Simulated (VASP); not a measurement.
# MnSb (P6_3/mmc) in VASP: notebook

Runs on MnSb. Level: LDA+U. Tasks: single point.

All numbers are computed with VASP 6.6.1; they aren't measurements. Logs are shortened: lines on timing, memory, paths and dates and some standing lists are left out, and cuts for length are marked.

## 1. The cell of the first run

It takes space group P6_3/mmc (No. 194, hexagonal). The conventional cell has a = 4.150 Å, b = 4.150 Å, c = 5.780 Å, α = 90.00°, β = 90.00°, γ = 120.00°. Sb (site symmetry -6m2) has 6 Mn at 2.80 Å and 6 Sb at 3.75 Å within 3.8 Å. Mn (site symmetry -3m) has 6 Sb at 2.80 Å and 2 Mn at 2.89 Å within 3.7 Å.

## 2. Single point, LDA+U, collinear spin, ferromagnetic start

File INCAR:

```
ALGO = Normal ; EDIFF = 1E-7
ENCUT = 520 ; GGA = CA
ISIF = 2 ; ISMEAR = -1
ISPIN = 2 ; LASPH = T
LCHARG = T ; LDAU = T
LDAUJ = 0 0 ; LDAUL = -1 2
LDAUPRINT = 1 ; LDAUTYPE = 2
LDAUU = 0 2 ; LELF = T
LMAXMIX = 4 ; LORBIT = 11
LREAL = F ; LVHAR = T
LWAVE = F ; MAGMOM = 0 0 4 4
NBANDS = 30 ; NELM = 150
PREC = Accurate ; SIGMA = 0.05
```

File KPOINTS:

```
k-points
0
Gamma
  7 7 5
```

File POSCAR:

```
MnSb
1.0
    4.1500000000      0.0000000000      0.0000000000
   -2.0750000000      3.5940054257      0.0000000000
    0.0000000000      0.0000000000      5.7800000000
Sb Mn
2 2
Direct
    0.6666666667      0.3333333333      0.7500000000
    0.3333333333      0.6666666667      0.2500000000
    0.0000000000      0.0000000000      0.5000000000
    0.0000000000      0.0000000000      0.0000000000
```

Potentials or basis: VASP PAW LDA potentials, release 64 (Sb, Mn_pv).

The run is started by

```bash
cat potpaw_LDA.64/Sb/POTCAR potpaw_LDA.64/Mn_pv/POTCAR > POTCAR
mpirun -np 1 vasp_std > vasp.out
```

OUTCAR:

```text
EDIFF = 1E-7
   ENCUT = 520
   GGA = CA
   ISIF = 2
   ISMEAR = -1
   ISPIN = 2
   LASPH = T
   LORBIT = 11
   LREAL = F
   NELM = 150
   PREC = Accurate

 ion  position               nearest neighbor table
   1  0.667  0.333  0.750-   3 2.80   4 2.80   3 2.80   4 2.80   3 2.80   4 2.80   2 3.75   2 3.75
                             2 3.75   2 3.75   2 3.75   2 3.75
   2  0.333  0.667  0.250-   3 2.80   4 2.80   3 2.80   4 2.80   3 2.80   4 2.80   1 3.75   1 3.75
                             1 3.75   1 3.75   1 3.75   1 3.75
   3  0.000  0.000  0.500-   1 2.80   2 2.80   2 2.80   1 2.80   1 2.80   2 2.80   4 2.89   4 2.89

   4  0.000  0.000  0.000-   1 2.80   2 2.80   2 2.80   1 2.80   1 2.80   2 2.80   3 2.89   3 2.89

  LATTYP: Found a hexagonal cell.
 ALAT       =     4.1500000000
 C/A-ratio  =     1.3927710843

  Lattice vectors:

 A1 = (   4.1500000000,   0.0000000000,   0.0000000000)
 A2 = (  -2.0750000000,   3.5940054257,   0.0000000000)
 A3 = (   0.0000000000,   0.0000000000,   5.7800000000)

Analysis of symmetry for initial positions (statically):
=====================================================================
 Subroutine PRICEL returns:
 Original cell was already a primitive cell.

 Routine SETGRP: Setting up the symmetry group for a
 hexagonal supercell.

 Subroutine GETGRP returns: Found 24 space group operations
 (whereof 12 operations were pure point group operations)
 out of a pool of 24 trial point group operations.

The static configuration has the point symmetry D_3d.
 The point group associated with its full space group is D_6h.

Analysis of symmetry for dynamics (positions and initial velocities):
=====================================================================
 Subroutine PRICEL returns:
 Original cell was already a primitive cell.

 Routine SETGRP: Setting up the symmetry group for a
 hexagonal supercell.

 Subroutine GETGRP returns: Found 24 space group operations
 (whereof 12 operations were pure point group operations)
 out of a pool of 24 trial point group operations.

The dynamic configuration has the point symmetry D_3d.
 The point group associated with its full space group is D_6h.

Analysis of structural, dynamic, and magnetic symmetry:
=====================================================================
 Subroutine PRICEL returns:
 Original cell was already a primitive cell.

 Routine SETGRP: Setting up the symmetry group for a
 hexagonal supercell.

 Subroutine GETGRP returns: Found 24 space group operations
 (whereof 12 operations were pure point group operations)
 out of a pool of 24 trial point group operations.

The overall configuration has the point symmetry D_3d.
 The point group associated with its full space group is D_6h.

 Subroutine INISYM returns: Found 24 space group operations
 (whereof 12 operations are pure point group operations),
 and found     1 'primitive' translations

[... 160 lines left out ...]

  o =  0.0532  v =  0.0000  0.0000  0.0000  0.0000  0.0000  0.0001 -0.6201  0.0000 -0.0001  0.7845      0.0000  0.0000  0.0000  0.0000  0.0000  0.0000  0.0000  0.0000  0.0000  0.0000
  o =  0.0532  v =  0.0000  0.0000  0.0000  0.0000  0.0000  0.7845  0.0001 -0.0000 -0.6201 -0.0001      0.0000  0.0000  0.0000  0.0000  0.0000  0.0000  0.0000  0.0000  0.0000  0.0000
  o =  0.1613  v =  0.0000  0.0000  0.0000  0.0000  0.0000  0.0000  0.0000  1.0000  0.0000  0.0000      0.0000  0.0000  0.0000  0.0000  0.0000  0.0000  0.0000  0.0000  0.0000  0.0000
  o =  0.1946  v =  0.0000  0.0000  0.0000  0.0000  0.0000  0.0000 -0.7845  0.0000 -0.0000 -0.6201      0.0000  0.0000  0.0000  0.0000  0.0000  0.0000  0.0000  0.0000  0.0000  0.0000
  o =  0.1946  v =  0.0000  0.0000  0.0000  0.0000  0.0000  0.6201 -0.0000  0.0000  0.7845 -0.0000      0.0000  0.0000  0.0000  0.0000  0.0000  0.0000  0.0000  0.0000  0.0000  0.0000
  o =  0.8475  v = -0.0001 -0.7684 -0.0000 -0.0001 -0.6400  0.0000  0.0000  0.0000  0.0000  0.0000      0.0000  0.0000  0.0000  0.0000  0.0000  0.0000  0.0000  0.0000  0.0000  0.0000
  o =  0.8475  v = -0.6400  0.0001  0.0000 -0.7684  0.0001  0.0000  0.0000  0.0000  0.0000  0.0000      0.0000  0.0000  0.0000  0.0000  0.0000  0.0000  0.0000  0.0000  0.0000  0.0000
  o =  0.8838  v = -0.0000 -0.0000  1.0000  0.0000  0.0000  0.0000  0.0000  0.0000  0.0000  0.0000      0.0000  0.0000  0.0000  0.0000  0.0000  0.0000  0.0000  0.0000  0.0000  0.0000
  o =  0.8997  v =  0.0001 -0.6400 -0.0000 -0.0001  0.7684  0.0000  0.0000  0.0000  0.0000  0.0000      0.0000  0.0000  0.0000  0.0000  0.0000  0.0000  0.0000  0.0000  0.0000  0.0000
  o =  0.8997  v =  0.7684  0.0001  0.0000 -0.6400 -0.0001  0.0000  0.0000  0.0000  0.0000  0.0000      0.0000  0.0000  0.0000  0.0000  0.0000  0.0000  0.0000  0.0000  0.0000  0.0000

atom =   4  type =  2  l = 2

 onsite density matrix

spin component  1

  0.8784 -0.0000 -0.0000  0.0257  0.0000
 -0.0000  0.8689 -0.0000  0.0000  0.0257
 -0.0000 -0.0000  0.8838 -0.0000 -0.0000
  0.0257  0.0000 -0.0000  0.8689  0.0000
  0.0000  0.0257 -0.0000  0.0000  0.8784

spin component  2

  0.1076  0.0000  0.0000 -0.0688  0.0000
  0.0000  0.1402  0.0000 -0.0000 -0.0688
  0.0000  0.0000  0.1613  0.0000 -0.0000
 -0.0688 -0.0000  0.0000  0.1402 -0.0000
  0.0000 -0.0688 -0.0000 -0.0000  0.1076

 occupancies and eigenvectors

  o =  0.0532  v =  0.0000  0.0000  0.0000  0.0000  0.0000  0.0000 -0.6201 -0.0000 -0.0000 -0.7845      0.0000  0.0000  0.0000  0.0000  0.0000  0.0000  0.0000  0.0000  0.0000  0.0000
  o =  0.0532  v =  0.0000  0.0000  0.0000  0.0000  0.0000 -0.7845  0.0000  0.0000 -0.6201  0.0000      0.0000  0.0000  0.0000  0.0000  0.0000  0.0000  0.0000  0.0000  0.0000  0.0000
  o =  0.1613  v =  0.0000  0.0000  0.0000  0.0000  0.0000  0.0000 -0.0000  1.0000 -0.0000  0.0000      0.0000  0.0000  0.0000  0.0000  0.0000  0.0000  0.0000  0.0000  0.0000  0.0000
  o =  0.1946  v =  0.0000  0.0000  0.0000  0.0000  0.0000  0.0000  0.7845  0.0000  0.0000 -0.6201      0.0000  0.0000  0.0000  0.0000  0.0000  0.0000  0.0000  0.0000  0.0000  0.0000
  o =  0.1946  v =  0.0000  0.0000  0.0000  0.0000  0.0000 -0.6201 -0.0000 -0.0000  0.7845 -0.0000      0.0000  0.0000  0.0000  0.0000  0.0000  0.0000  0.0000  0.0000  0.0000  0.0000
  o =  0.8475  v = -0.0000  0.7684 -0.0000  0.0000 -0.6400  0.0000  0.0000  0.0000  0.0000  0.0000      0.0000  0.0000  0.0000  0.0000  0.0000  0.0000  0.0000  0.0000  0.0000  0.0000
  o =  0.8475  v = -0.6400 -0.0000  0.0000  0.7684  0.0000  0.0000  0.0000  0.0000  0.0000  0.0000      0.0000  0.0000  0.0000  0.0000  0.0000  0.0000  0.0000  0.0000  0.0000  0.0000
  o =  0.8838  v = -0.0000 -0.0000 -1.0000 -0.0000 -0.0000  0.0000  0.0000  0.0000  0.0000  0.0000      0.0000  0.0000  0.0000  0.0000  0.0000  0.0000  0.0000  0.0000  0.0000  0.0000
  o =  0.8997  v = -0.0000 -0.6400  0.0000 -0.0000 -0.7684  0.0000  0.0000  0.0000  0.0000  0.0000      0.0000  0.0000  0.0000  0.0000  0.0000  0.0000  0.0000  0.0000  0.0000  0.0000
  o =  0.8997  v =  0.7684 -0.0000  0.0000  0.6400 -0.0000  0.0000  0.0000  0.0000  0.0000  0.0000      0.0000  0.0000  0.0000  0.0000  0.0000  0.0000  0.0000  0.0000  0.0000  0.0000

 number of electron      36.0000010 magnetization       7.4279887

 Free energy of the ion-electron system (eV)
  ---------------------------------------------------
  ext. energy  EPLUGINS =         0.00000000
  ---------------------------------------------------
  free energy    TOTEN  =       -26.20919613 eV

  energy without entropy =      -26.19539741  energy(sigma->0) =      -26.20229677

 E-fermi :   7.5863     XC(G=0): -10.8361

 val. band max:        7.5815695927   @ k =   0.4286   0.1429   0.2000
 cond. band min:       7.5999404168   @ k =   0.4286   0.1429   0.2000
 fundamental gap:      0.0183708241
 Fermi energy:         7.5863181072

 spin component 1

 k-point     1 :       0.0000    0.0000    0.0000
  band No.  band energies     occupation
      1     -42.1422      1.00000
      2     -42.1422      1.00000
      3     -42.1345      1.00000
      4     -42.1345      1.00000
      5     -42.0216      1.00000
      6     -41.9389      1.00000
[... 781 lines left out ...]
     29      14.8618      0.00000
     30      15.1403      0.00000
 Fermi energy:         7.5863181072

 spin component 2

 k-point     1 :       0.0000    0.0000    0.0000
  band No.  band energies     occupation
      1     -38.4527      1.00000
      2     -38.4527      1.00000
      3     -38.4431      1.00000
      4     -38.4431      1.00000
      5     -38.4057      1.00000
      6     -38.3072      1.00000
[... 781 lines left out ...]
     29      15.4612      0.00000
     30      15.8439      0.00000

------------------------ aborting loop because EDIFF is reached ----------------------------------------

  FORCE on cell =-STRESS in cart. coord.  units (eV):
  Direction    XX          YY          ZZ          XY          YZ          ZX
  --------------------------------------------------------------------------------------
  -------------------------------------------------------------------------------------
  Total       -2.4534600     -2.4534600     -2.5610910      0.0000000      0.0000000      0.0000000
  in kB      -45.5968566    -45.5968566    -47.5971471      0.0000000      0.0000000      0.0000000
  external PRESSURE =     -46.2636201 kB  Pullay stress =       0.0000000 kB

 VOLUME and BASIS-vectors are now :
 -----------------------------------------------------------------------------
  energy-cutoff  :      520.00
  volume of cell :       86.21
      direct lattice vectors                 reciprocal lattice vectors
     4.150000000  0.000000000  0.000000000     0.240963855  0.139120547  0.000000000
    -2.075000000  3.594005426  0.000000000     0.000000000  0.278241094  0.000000000
     0.000000000  0.000000000  5.780000000     0.000000000  0.000000000  0.173010381

 POSITION                                       TOTAL-FORCE (eV/Angst)
 -----------------------------------------------------------------------------------
      2.07500      1.19800      4.33500        -0.000000      0.000000      0.000000
     -0.00000      2.39600      1.44500         0.000000     -0.000000      0.000000
      0.00000      0.00000      2.89000         0.000000      0.000000      0.000000
      0.00000      0.00000      0.00000         0.000000      0.000000      0.000000
 -----------------------------------------------------------------------------------
    total drift:                               -0.000000      0.000000      0.000000

  FREE ENERGIE OF THE ION-ELECTRON SYSTEM (eV)
  ---------------------------------------------------
  free  energy   TOTEN  =       -26.2091961325 eV

  energy  without entropy=      -26.1953974076  energy(sigma->0) =      -26.20229677

 total charge

# of ion       s       p       d       tot
------------------------------------------
    1        1.159   1.292   0.039   2.490
    2        1.159   1.292   0.039   2.490
    3        0.285   6.219   5.013  11.517
    4        0.285   6.219   5.013  11.517
--------------------------------------------------
tot          2.888  15.022  10.104  28.014

 magnetization (x)

# of ion       s       p       d       tot
------------------------------------------
    1        0.017  -0.155   0.005  -0.133
    2        0.017  -0.155   0.005  -0.133
    3        0.030   0.023   3.714   3.767
    4        0.030   0.023   3.714   3.767
--------------------------------------------------
tot          0.095  -0.264   7.438   7.269
```

Wall time 53 s (1 thread of Intel Xeon 6975P-C (Granite Rapids), shared host); peak memory 0.24 GiB.

What came out:

```yaml
Free_energy: -26.2092 eV
Pressure: -4.6 GPa
Net_moment: 7.43 μB per cell
Site_moments: Sb -0.13; Mn +3.77 μB
Valence_electrons_inside_the_program's_atomic_spheres: Sb 2.49; Mn 11.52
```

Stress tensor (GPa, compression positive):
```
-4.56  0.00  0.00
 0.00 -4.56  0.00
 0.00  0.00 -4.76
```

Eigenvalues of the final occupation matrices:
```csv
site,spin,trace,eigenvalues
site 3 d,1,4.38,0.85 0.85 0.88 0.90 0.90
site 3 d,2,0.66,0.05 0.05 0.16 0.19 0.19
site 4 d,1,4.38,0.85 0.85 0.88 0.90 0.90
site 4 d,2,0.66,0.05 0.05 0.16 0.19 0.19
```

Caveat: the cell stands under tension; spin-orbit coupling is left out, which moves the levels of the heavy elements; the run started ferromagnetic, and an antiferromagnetic order may lie lower in energy; the U is typed as a test and isn't derived for this compound. The state reached can hang on the start; a lower one may exist.

## 3. Single point, LDA+U, collinear spin, ferromagnetic start

File INCAR:

```
PREC = Accurate ; ENCUT = 520
EDIFF = 1E-6 ; ISMEAR = -1
SIGMA = 0.05 ; LREAL = False
LASPH = True ; NELM = 150
ALGO = Normal ; ISIF = 2
LWAVE = False ; LCHARG = False
ISPIN = 2 ; MAGMOM = 0 0 4 4
LORBIT = 11 ; LMAXMIX = 4
LDAU = True ; LDAUTYPE = 2
LDAUL = -1 2 ; LDAUU = 0 3
LDAUJ = 0 0 ; LDAUPRINT = 1
NBANDS = 30
```

File KPOINTS:

```
regular mesh
0
Gamma
  7 7 5
```

POSCAR is that of step 2.

Potentials or basis: VASP PAW LDA potentials, release 64 (Sb, Mn_pv).

The run is started by

```bash
cat potpaw_LDA.64/Sb/POTCAR potpaw_LDA.64/Mn_pv/POTCAR > POTCAR
mpirun -np 1 vasp_std > vasp.out
```

Wall time 45 s (1 thread of Intel Xeon 6975P-C (Granite Rapids), shared host); peak memory 0.24 GiB.

Results (log left out):

```yaml
Free_energy: -25.1879 eV
Pressure: -2.0 GPa
Net_moment: 7.74 μB per cell
Site_moments: Sb -0.15; Mn +3.95 μB
Valence_electrons_inside_the_program's_atomic_spheres: Sb 2.50; Mn 11.50
```

Stress tensor (GPa, compression positive):
```
-2.28  0.00  0.00
 0.00 -2.28  0.00
 0.00  0.00 -1.32
```

Levels at points of the mesh, in eV from the Fermi level:
Spin up:
```tsv
k point	band 20	band 21	band 22	band 23	band 24	band 25
(0.00, 0.00, 0.00)	0.30	0.30	1.64	1.64	2.47	2.76
```
Spin down:
| k point | band 10 | band 11 | band 12 | band 13 | band 14 | band 15 | band 16 | band 17 | band 18 | band 19 |
| --- | --- | --- | --- | --- | --- | --- | --- | --- | --- | --- |
| (0.00, 0.00, 0.00) | -2.21 | -2.21 | -0.33 | 0.45 | 0.45 | 0.57 | 0.57 | 0.94 | 0.94 | 2.16 |

Eigenvalues of the final occupation matrices:
```tsv
site	spin	trace	eigenvalues
site 3 d	1	4.46	0.87 0.87 0.90 0.91 0.91
site 3 d	2	0.55	0.04 0.04 0.11 0.18 0.18
site 4 d	1	4.46	0.87 0.87 0.90 0.91 0.91
site 4 d	2	0.55	0.04 0.04 0.11 0.18 0.18
```

Caveat: spin-orbit coupling is left out, which moves the levels of the heavy elements; the run started ferromagnetic, and an antiferromagnetic order may lie lower in energy; the U is typed as a test and isn't derived for this compound.

## 4. Single point, LDA+U, collinear spin, ferromagnetic start

File INCAR:

```
PREC     = Accurate       # precision mode
ENCUT    = 520            # plane-wave cutoff, eV
EDIFF    = 1E-6           # SCF threshold, eV
ISMEAR   = -1             # smearing method
SIGMA    = 0.05           # smearing width, eV
LREAL    = False          # projectors in reciprocal space
LASPH    = True           # aspherical terms in the spheres
NELM     = 150            # most SCF steps
ALGO     = Normal         # electronic algorithm
ISIF     = 2              # what is computed and relaxed
LWAVE    = False          # write WAVECAR
LCHARG   = True           # write CHGCAR
ISPIN    = 2              # spin polarisation
MAGMOM   = 0 0 4 4        # initial moments
LORBIT   = 11             # projections on sites
LMAXMIX  = 4              # l up to which the mixer works
LDAU     = True           # DFT+U
LDAUTYPE = 2            
LDAUL    = -1 2           # shell
LDAUU    = 0 4            # U, eV
LDAUJ    = 0 0          
LDAUPRINT= 1            
LELF     = True           # ELF
LVHAR    = True         
NBANDS   = 30             # bands
```

File KPOINTS:

```
Automatic mesh
0
Gamma
  7 7 5
```

POSCAR is that of step 3.

The run is started by

```bash
cat potpaw_LDA.64/Sb/POTCAR potpaw_LDA.64/Mn_pv/POTCAR > POTCAR
mpirun -np 1 vasp_std > vasp.out
```

Run time: 47 s. Hardware: 1 thread of Intel Xeon 6975P-C (Granite Rapids), shared host; peak memory 0.24 GiB.

It converged, with:

* Free energy: -24.2914 eV
* Pressure: 0.3 GPa
* Net moment: 7.94 μB per cell
* Site moments: Sb -0.17; Mn +4.09 μB
* Valence electrons inside the program's atomic spheres: Sb 2.52; Mn 11.49

Stress tensor (GPa, compression positive):
```
-0.38  0.00  0.00
 0.00 -0.38  0.00
 0.00  0.00  1.57
```

Levels at points of the mesh, in eV from the Fermi level:
Spin up:
| k point | band 18 | band 19 | band 20 | band 21 | band 22 | band 23 | band 24 | band 25 | band 26 | band 27 |
| --- | --- | --- | --- | --- | --- | --- | --- | --- | --- | --- |
| (0.00, 0.00, 0.00) | -4.02 | -2.57 | 0.30 | 0.30 | 1.51 | 1.51 | 2.51 | 2.74 | 3.79 | 5.43 |
Spin down:
| k point | band 10 | band 11 | band 12 | band 13 | band 14 | band 15 | band 16 | band 17 | band 18 | band 19 |
| --- | --- | --- | --- | --- | --- | --- | --- | --- | --- | --- |
| (0.00, 0.00, 0.00) | -2.08 | -2.08 | -0.02 | 0.45 | 0.45 | 0.87 | 0.87 | 1.27 | 1.27 | 2.42 |

Eigenvalues of the final occupation matrices:
| site | spin | trace | eigenvalues |
| --- | --- | --- | --- |
| site 3 d | 1 | 4.52 | 0.89 0.89 0.91 0.92 0.92 |
| site 3 d | 2 | 0.47 | 0.03 0.03 0.08 0.16 0.16 |
| site 4 d | 1 | 4.52 | 0.89 0.89 0.91 0.92 0.92 |
| site 4 d | 2 | 0.47 | 0.03 0.03 0.08 0.16 0.16 |

Caveat: spin-orbit coupling is left out, which moves the levels of the heavy elements; the run started ferromagnetic, and an antiferromagnetic order may lie lower in energy; the U is typed as a test and isn't derived for this compound. The state reached can hang on the start; a lower one may exist.

## 5. Single point, LDA+U, collinear spin, ferromagnetic start

File INCAR:

```
SYSTEM = MnSb
PREC = Accurate
ENCUT = 520
EDIFF = 1E-6
ISMEAR = -1
SIGMA = 0.05
LREAL = .FALSE.
LASPH = .TRUE.
NELM = 150
ALGO = Normal
ISIF = 2
LWAVE = .FALSE.
LCHARG = .FALSE.
ISPIN = 2
MAGMOM = 0 0 4 4
LORBIT = 11
LMAXMIX = 4
LDAU = .TRUE.
LDAUTYPE = 2
LDAUL = -1 2
LDAUU = 0 5
LDAUJ = 0 0
LDAUPRINT = 1
GGA = CA
NBANDS = 30
```

File KPOINTS:

```
Automatic mesh
0
G
  7 7 5
  0 0 0
```

POSCAR is that of step 4.

The run is started by

```bash
cat potpaw_LDA.64/Sb/POTCAR potpaw_LDA.64/Mn_pv/POTCAR > POTCAR
mpirun -np 1 vasp_std > vasp.out
```

It took 47 s on 1 thread of Intel Xeon 6975P-C (Granite Rapids), shared host; peak memory 0.24 GiB.

It converged, with:

| Property | Result |
| --- | --- |
| Free energy | -23.4951 eV |
| Pressure | 2.3 GPa |
| Net moment | 8.12 μB per cell |
| Site moments | Sb -0.18; Mn +4.21 μB |
| Valence electrons inside the program's atomic spheres | Sb 2.53; Mn 11.48 |

Stress tensor (GPa, compression positive):
```
1.52 0.00 0.00
0.00 1.52 0.00
0.00 0.00 3.86
```

Levels at points of the mesh, in eV from the Fermi level:
Spin up:
| k point | band 20 | band 21 | band 22 | band 23 | band 24 | band 25 |
| --- | --- | --- | --- | --- | --- | --- |
| (0.00, 0.00, 0.00) | 0.29 | 0.29 | 1.38 | 1.38 | 2.53 | 2.71 |
Spin down:
| k point | band 11 | band 12 | band 13 | band 14 | band 15 | band 16 | band 17 | band 18 |
| --- | --- | --- | --- | --- | --- | --- | --- | --- |
| (0.00, 0.00, 0.00) | -1.97 | 0.28 | 0.44 | 0.44 | 1.17 | 1.17 | 1.59 | 1.59 |

Eigenvalues of the final occupation matrices:
```
    site  spin  trace               eigenvalues
site 3 d     1   4.57  0.90 0.90 0.92 0.92 0.92
site 3 d     2   0.40  0.03 0.03 0.05 0.15 0.15
site 4 d     1   4.57  0.90 0.90 0.92 0.92 0.92
site 4 d     2   0.40  0.03 0.03 0.05 0.15 0.15
```

Caveat: spin-orbit coupling is left out, which moves the levels of the heavy elements; the run started ferromagnetic, and an antiferromagnetic order may lie lower in energy; the U is typed as a test and isn't derived for this compound. The state reached can hang on the start; a lower one may exist.

## 6. Summary

```csv
U,gap on the mesh (eV),pressure (GPa),moment (μB)
Mn d U = 2.0 eV,none,-4.6,7.43
Mn d U = 3.0 eV,none,-2.0,7.74
Mn d U = 4.0 eV,none,0.3,7.94
Mn d U = 5.0 eV,none,2.3,8.12
```

Alike in all rows: task single point; level LDA+U; potentials or basis VASP PAW LDA potentials, release 64 (Sb, Mn_pv); spin collinear, ferromagnetic start; cell as given; k mesh 7 × 7 × 5; cutoff (eV) 520; smearing fermi-dirac 0.05 eV.

Caveats: spin-orbit coupling is left out, which moves the levels of the heavy elements; the run started ferromagnetic, and an antiferromagnetic order may lie lower in energy; the U is typed as a test and isn't derived for this compound; the cell stands under tension (at least some runs).

Absolute energies hang on the potentials; compare differences alone.

The gap in the log of VASP goes by the Fermi energy; the results here count the filled bands.